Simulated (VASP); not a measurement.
Write the native input for VASP 6.6.1 that does the following.

```yaml
Task: single point
Functional: r2SCAN
Potentials_or_basis: VASP PAW PBE potentials, release 64 (Li_sv, Cl)
Cutoff: 520 eV
k_mesh: 8 × 8 × 8
Occupations: gaussian, width 0.05 eV
Spin: no spin polarisation
Dipole_correction: no
Further_INCAR_settings: ALGO = Normal; EDIFF = 1e-06; NBANDS = 12
```

Crystal: LiCl.

```
Li Cl
1.0
     0.00000    2.56476    2.56476
     2.66735    0.00000    2.56476
     2.66735    2.56476    0.00000
Li Cl
1 1
Direct
  0.00000 0.00000 0.00000
  0.50000 0.50000 0.50000
```

This cell differs from its parent crystal: strain +0.0400 x Voigt [1, 0, 0, 0, 0, 0].

These files were run (other wordings do the same):

POSCAR

```
LiCl
1.0
    0.0000000000      2.5647600000      2.5647600000
    2.6673504000      0.0000000000      2.5647600000
    2.6673504000      2.5647600000      0.0000000000
Li Cl
1 1
Direct
    0.0000000000      0.0000000000      0.0000000000
    0.5000000000      0.5000000000      0.5000000000
```

INCAR.step1

```
SYSTEM = LiCl
PREC     = Accurate       ! precision mode
ENCUT    = 520            ! plane-wave cutoff, eV
ISMEAR   = 0              ! smearing method
SIGMA    = 0.05           ! smearing width, eV
LREAL    = .FALSE.        ! projectors in reciprocal space
LASPH    = .TRUE.         ! aspherical terms in the spheres
NELM     = 80             ! most SCF steps
NBANDS   = 12             ! bands
GGA      = PE             ! functional
ALGO     = Normal         ! electronic algorithm
EDIFF    = 1E-4           ! SCF threshold, eV
LWAVE    = .TRUE.         ! write WAVECAR
LCHARG   = .FALSE.        ! write CHGCAR
```

INCAR.step2

```
SYSTEM = LiCl
PREC     = Accurate       ! precision mode
ENCUT    = 520            ! plane-wave cutoff, eV
EDIFF    = 1E-6           ! SCF threshold, eV
ISMEAR   = 0              ! smearing method
SIGMA    = 0.05           ! smearing width, eV
LREAL    = .FALSE.        ! projectors in reciprocal space
LASPH    = .TRUE.         ! aspherical terms in the spheres
NELM     = 80             ! most SCF steps
ALGO     = Normal         ! electronic algorithm
ISIF     = 2              ! what is computed and relaxed
LWAVE    = .FALSE.        ! write WAVECAR
LCHARG   = .FALSE.        ! write CHGCAR
METAGGA  = R2SCAN         ! meta-GGA
LMIXTAU  = .TRUE.       
NBANDS   = 12             ! bands
ISTART   = 1
```

KPOINTS

```
regular mesh
0
G
  8 8 8
  0 0 0
```

Potentials or basis: VASP PAW PBE potentials, release 64 (Li_sv, Cl).

Launch:

```bash
$ cat potpaw_PBE.64/Li_sv/POTCAR potpaw_PBE.64/Cl/POTCAR > POTCAR
$ cp INCAR.step1 INCAR
$ mpirun -np 1 vasp_std > vasp.out
$ cp INCAR.step2 INCAR
$ mpirun -np 1 vasp_std > vasp.out
```

Results of the run:

```json
{
  "Band gap on the k mesh": "7.00 eV"
}
```

Caveat: the cell differs from its parent crystal (strain +0.0400 x Voigt [1, 0, 0, 0, 0, 0]).

It took 2.2 min on 1 thread of Intel(R) Xeon(R) Platinum 8175M CPU @ 2.50GHz (Skylake/Cascade Lake) (shared host), peak memory 0.16 GiB.
